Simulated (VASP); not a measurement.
A run of VASP 6.6.1 is set up as follows.

The input INCAR:

```
  PREC = Accurate
  ENCUT = 500
  EDIFF = 1E-6
  ISMEAR = 0
  SIGMA = 0.1
  LREAL = False
  LASPH = True
  NELM = 120
  ALGO = Normal
  ISIF = 2
  LWAVE = False
  LCHARG = False
  GGA = PE
  NBANDS = 71
  GGA_COMPAT = False
```

File KPOINTS:

```
Automatic mesh
0
Gamma
  4 4 4
```

Contents of POSCAR:

```
Si4Mo3
1.0
   -3.7265000753      3.7265000753      3.7265000753
    3.7265000753     -3.7265000753      3.7265000753
    3.7265000753      3.7265000753     -3.7265000753
Si Mo
8 6
Direct
    0.5000000000      0.0000000000      0.3343147187
    0.0000000000      0.3343147187      0.5000000000
    0.5000000000      0.0000000000      0.8343147187
    0.3343147187      0.5000000000      0.0000000000
    0.8343147187      0.5000000000      0.0000000000
    0.0000000000      0.8343147187      0.5000000000
    0.6656852813      0.6656852813      0.6656852813
    0.1656852813      0.1656852813      0.1656852813
    0.3750000000      0.2500000000      0.6250000000
    0.6250000000      0.3750000000      0.2500000000
    0.7500000000      0.8750000000      0.1250000000
    0.1250000000      0.7500000000      0.8750000000
    0.2500000000      0.6250000000      0.3750000000
    0.8750000000      0.1250000000      0.7500000000
```

Potentials or basis: VASP PAW PBE potentials, release 64 (Si, Mo_sv).

The run is started by

```console
$ cat potpaw_PBE.64/Si/POTCAR potpaw_PBE.64/Mo_sv/POTCAR > POTCAR
$ mpirun -np 1 vasp_std > vasp.out
```

**Question.** Estimate the pressure.

**Answer.** -0.6 GPa.

**Question.** Predict the band gap on the k mesh.

**Answer.** Zero (bands 58 and 59 overlap by 0.22 eV).

**Question.** Estimate the largest force.

**Answer.** 0.008 eV/Å.

Forces in eV/Å, atoms in the order of the input:
```
Si  -0.004 -0.004  0.004
Si  -0.004  0.004 -0.004
Si  -0.004 -0.004  0.004
Si   0.004 -0.004 -0.004
Si   0.004 -0.004 -0.004
Si  -0.004  0.004 -0.004
Si   0.004  0.004  0.004
Si   0.004  0.004  0.004
Mo   0.000  0.000  0.000
Mo   0.000  0.000  0.000
Mo   0.000  0.000  0.000
Mo   0.000  0.000  0.000
Mo   0.000  0.000  0.000
Mo   0.000  0.000  0.000
```
